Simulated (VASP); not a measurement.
Input of a VASP 6.6.1 run:

Contents of POSCAR:

```
TiAl3
1.0
   -1.8736871169      1.8736871169      4.1912898447
    1.8736871169     -1.8736871169      4.1912898447
    1.8736871169      1.8736871169     -4.1912898447
Ti Al
1 3
Direct
    0.0000000000      0.0000000000      0.0000000000
    0.5000000000      0.5000000000      0.0000000000
    0.7500000000      0.2500000000      0.5000000000
    0.2500000000      0.7500000000      0.5000000000
```

The input INCAR.step1:

```
PREC     = Accurate       # precision mode
ENCUT    = 520            # plane-wave cutoff, eV
ISMEAR   = 0              # smearing method
SIGMA    = 0.1            # smearing width, eV
LREAL    = False          # projectors in reciprocal space
LASPH    = True           # aspherical terms in the spheres
NELM     = 60             # most SCF steps
NBANDS   = 18             # bands
GGA      = PE             # functional
ALGO     = Normal         # electronic algorithm
EDIFF    = 1E-4           # SCF threshold, eV
LWAVE    = True           # write WAVECAR
LCHARG   = False          # write CHGCAR
```

The input INCAR.step2:

```
PREC     = Accurate       # precision mode
ENCUT    = 520            # plane-wave cutoff, eV
EDIFF    = 1E-6           # SCF threshold, eV
ISMEAR   = 0              # smearing method
SIGMA    = 0.1            # smearing width, eV
LREAL    = False          # projectors in reciprocal space
LASPH    = True           # aspherical terms in the spheres
NELM     = 60             # most SCF steps
ALGO     = Normal         # electronic algorithm
ISIF     = 2              # what is computed and relaxed
LWAVE    = False          # write WAVECAR
LCHARG   = True           # write CHGCAR
METAGGA  = R2SCAN         # meta-GGA
LMIXTAU  = True         
LELF     = True           # ELF
LVHAR    = True         
NBANDS   = 18             # bands
ISTART   = 1
```

Contents of KPOINTS:

```
Automatic mesh
0
Gamma
  16 16 16
```

Potentials or basis: VASP PAW PBE potentials, release 64 (Ti_sv, Al).

Command:

```console
$ cat potpaw_PBE.64/Ti_sv/POTCAR potpaw_PBE.64/Al/POTCAR > POTCAR
$ cp INCAR.step1 INCAR
$ mpirun -np 1 vasp_std > vasp.out
$ cp INCAR.step2 INCAR
$ mpirun -np 1 vasp_std > vasp.out
```

(1) Predict the pressure.

(2) Estimate the band gap on the k mesh.

## Answers

(1) 7.9 GPa.

(2) zero (an odd number of electrons rules out a gap without spin polarisation).

Caveat: the cell stands under pressure; the PAW data sets were made with another functional, which shifts forces and pressure a little.
